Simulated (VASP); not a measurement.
Here is a VASP 6.6.1 calculation.

File INCAR:

```
PREC = Accurate
ENCUT = 520
EDIFF = 1E-6
ISMEAR = 1
SIGMA = 0.15
LREAL = Auto
LASPH = T
NELM = 100
ALGO = Normal
ISIF = 2
LWAVE = F
LCHARG = F
NBANDS = 110
LUSENCCL = F
```

KPOINTS

```
regular mesh
0
Gamma
  3 3 2
```

Contents of POSCAR:

```
K4Au4F15
1.0
   -2.9590812200      2.9590812200      5.6217603200
    2.9590812200     -2.9590812200      5.6217603200
    5.9181624400      5.9181624400    -11.2435206400
F K Au
15 4 4
Direct
    0.7727971365      0.2811859262      0.4128459678
    0.2803019623      0.4594286778      0.2500920708
    0.4469873663      0.9550672020      0.0871573745
    0.9480025181      0.7820442481      0.2501411570
    0.7159575584      0.5372862206      0.2499524160
    0.0465836309      0.2151491291      0.2499563023
    0.5335008221      0.0472280932      0.4147561891
    0.7867177142      0.2903094068      0.9139891909
    0.3237408678      0.4507176123      0.7501009891
    0.4595402006      0.9633756445      0.5866053923
    0.9419659305      0.7813787534      0.7498904508
    1.2046595587      0.7180238793      1.0860272196
    0.2313418947      0.7136116919      0.5865130495
    0.0646155509      0.2027060491      0.7500402439
    0.5579180943      0.0398523888      0.9132300025
    0.2474146771      0.2418120934     -0.0052591493
    0.7463205489      0.7585674247      0.0091640776
    0.2281083607      0.2406174800      0.4910114465
    0.7578887943      0.7526373331      0.5052699263
    0.4888214988      0.0003504524      0.2501880465
   -0.0017750476      0.4985130114      0.2500272703
    0.5067503801      0.0043885355      0.7500798677
    0.0159235290      0.4909346542      0.7499301591
```

Potentials or basis: VASP PAW LDA potentials, release 64 (F, K_sv, Au).

Launch:

```console
$ cat potpaw_LDA.64/F/POTCAR potpaw_LDA.64/K_sv/POTCAR potpaw_LDA.64/Au/POTCAR > POTCAR
$ mpirun -np 1 vasp_std > vasp.out
```

**Question.** What does it give for the band gap on the k mesh?

**Answer.** Zero (an odd number of electrons rules out a gap without spin polarisation).

**Question.** What does it give for the largest force?

**Answer.** 0.173 eV/Å.

Stress tensor (GPa, compression positive):
```
-1.08  0.03  0.04
 0.03 -1.07 -0.04
 0.04 -0.04 -0.76
```

Caveat: the k points lie up to 0.38 Å⁻¹ apart, too coarse for converged energies and pressures of a metal; spin-orbit coupling is left out, which moves the levels of the heavy elements; an odd number of electrons without spin polarisation forces a metal; a magnetic or distorted state may lie lower.
